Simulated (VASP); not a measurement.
Write the native input for VASP 6.6.1 that does the following.

| Property | Result |
| --- | --- |
| Task | relaxation of cell and atoms |
| Functional | PBE |
| Potentials or basis | VASP PAW PBE potentials, release 64 (Al, In_d, N) |
| Cutoff | 600 eV |
| k mesh | 12 × 12 × 2 |
| Occupations | gaussian, width 0.02 eV |
| Spin | no spin polarisation |
| Dipole correction | no |
| Further INCAR settings | ALGO = Normal; EDIFF = 1e-07; IBRION = 2; EDIFFG = -0.01; NSW = 100; ISIF = 3 |

The structure of Al2InN3 lies in POSCAR:

```
Al2InN3
1.0
    3.0148202314      0.0000000000      0.0000000000
   -1.5074101157      2.6109109082      0.0000000000
    0.0000000000      0.0000000000     15.1744627321
Al In N
4 2 6
Direct
    0.3333333333      0.6666666667      0.9228259848
    0.6666666667      0.3333333333      0.4228259848
    0.6666666667      0.3333333333      0.0771740152
    0.3333333333      0.6666666667      0.5771740152
    0.0000000000      0.0000000000      0.2500000000
    0.0000000000      0.0000000000      0.7500000000
    0.0000000000      0.0000000000      0.5000000000
    0.0000000000      0.0000000000      0.0000000000
    0.3333333333      0.6666666667      0.3498248496
    0.6666666667      0.3333333333      0.8498248496
    0.6666666667      0.3333333333      0.6501751504
    0.3333333333      0.6666666667      0.1501751504
```

One way to write it, as run:

INCAR

```
SYSTEM = Al2InN3
PREC     = Accurate       ! precision mode
ENCUT    = 600            ! plane-wave cutoff, eV
EDIFF    = 1E-7           ! SCF threshold, eV
ISMEAR   = 0              ! smearing method
SIGMA    = 0.02           ! smearing width, eV
LREAL    = .False.        ! projectors in reciprocal space
LASPH    = .True.         ! aspherical terms in the spheres
NELM     = 80             ! most SCF steps
ALGO     = Normal         ! electronic algorithm
ISIF     = 3              ! what is computed and relaxed
LWAVE    = .False.        ! write WAVECAR
LCHARG   = .False.        ! write CHGCAR
GGA      = PE             ! functional
IBRION   = 2              ! ionic algorithm
NSW      = 100            ! ionic steps
EDIFFG   = -0.01          ! ionic threshold
```

KPOINTS

```
Automatic mesh
0
Gamma
  12 12 2
  0 0 0
```

Potentials or basis: VASP PAW PBE potentials, release 64 (Al, In_d, N).

Command:

```bash
$ cat potpaw_PBE.64/Al/POTCAR potpaw_PBE.64/In_d/POTCAR potpaw_PBE.64/N/POTCAR > POTCAR
$ mpirun -np 1 vasp_std > vasp.out
```

It gave:

The energy gained by relaxing is 0.0 meV/atom, the ionic steps are 4 and the pressure after relaxing is 0.0 GPa. The band gap on the k mesh is 1.60 eV, indirect (least direct gap 1.83 eV).

Caveat: spin-orbit coupling is left out, which moves the levels of the heavy elements.

It took 19 min on 1 thread of Intel Xeon 8259CL, with other jobs on the host, peak memory 0.39 GiB.
